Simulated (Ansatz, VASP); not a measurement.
**One calculation of AlCu3, two programs**

INCAR

```
PREC = Accurate
ENCUT = 520
EDIFF = 1E-6
ISMEAR = 0
SIGMA = 0.15
LREAL = False
LASPH = True
NELM = 80
ALGO = Fast
ISIF = 2
LWAVE = False
LCHARG = False
GGA = PS
NBANDS = 26
```

The input KPOINTS:

```
regular mesh
0
Gamma
  14 14 14
```

The input POSCAR:

```
AlCu3
1.0
    3.6318704096      0.0000000000      0.0000000000
    0.0000000000      3.6318704096      0.0000000000
    0.0000000000      0.0000000000      3.6318704096
Al Cu
1 3
Direct
    0.0000000000      0.0000000000      0.1084289789
    0.5000000000      0.5000000000      0.0000000000
    0.5000000000      0.0000000000      0.5000000000
    0.0000000000      0.5000000000      0.5000000000
```

Input for Ansatz:

```yaml
crystal:
  lattice:
    - [3.6318704096, 0.0, 0.0]
    - [0.0, 3.6318704096, 0.0]
    - [0.0, 0.0, 3.6318704096]
  atoms:
    - { symbol: Al, position: [0.0, 0.0, 0.1084289789] }
    - { symbol: Cu, position: [0.5, 0.5, 0.0] }
    - { symbol: Cu, position: [0.5, 0.0, 0.5] }
    - { symbol: Cu, position: [0.0, 0.5, 0.5] }
basis:
  ecutwfc: 420
kpoints:
  mp_grid: { grid: [14, 14, 14] }
hamiltonian:
  xc: pbesol
scf:
  occupations: { method: gaussian, width: 0.15 }
output:
  forces: true
  stress: true
  eigenvalues: true
```

Alike in both runs: task single point; functional PBEsol; k mesh 14 × 14 × 14; occupations gaussian, width 0.15 eV; no spin polarisation.

```csv
,VASP,Ansatz
version,VASP 6.6.1,Ansatz 0.2.0
potentials or method,"VASP PAW PBE potentials, release 64 (Al, Cu), cutoff 520 eV","scalar-relativistic, plane waves, PAW"
valence electrons in the cell,36,60
```

```tsv
	VASP	Ansatz	Ansatz less VASP
gap on the k mesh at the Fermi level (eV)	none	none	-
pressure (GPa)	6.8	5.9	-0.88
traceless stress, the component that is largest in VASP (GPa)	-1.16	-1.13	+0.031
rms of the force components (eV/Å)	1.094	1.087	-0.0066
```

VASP's potentials were made for PBE, not for PBEsol. Atom by atom the forces differ by 0.007 eV/Å (rms over components). A gap of «none» marks a metal or a gap that the smearing closes. VASP's potentials hold 36 valence electrons a cell and Ansatz's 60, so a difference there can come from the potentials and not from the codes.
